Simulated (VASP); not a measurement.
A run of VASP 6.6.1 is set up as follows.

Contents of INCAR:

```
SYSTEM = Sc
PREC = Accurate
ENCUT = 520
EDIFF = 1E-6
ISMEAR = -1
SIGMA = 0.1
LREAL = .FALSE.
LASPH = .TRUE.
NELM = 80
ALGO = Normal
ISIF = 2
LWAVE = .FALSE.
LCHARG = .FALSE.
GGA = RP
NBANDS = 12
```

File KPOINTS:

```
regular mesh
0
G
  19 19 19
  0 0 0
```

Contents of POSCAR:

```
Sc
1.0
   -1.8646437122      1.8646437122      1.8646437122
    1.8646437122     -1.8646437122      1.8646437122
    1.8646437122      1.8646437122     -1.8646437122
Sc
1
Direct
    0.0000000000      0.0000000000      0.0000000000
```

Potentials or basis: VASP PAW PBE potentials, release 64 (Sc_sv).

The run is started by

```console
$ cat potpaw_PBE.64/Sc_sv/POTCAR > POTCAR
$ mpirun -np 1 vasp_std > vasp.out
```

Question: What does it give for the pressure?

Answer: 0.0 GPa.

Caveat: the PAW data sets were made with another functional, which shifts forces and pressure a little.
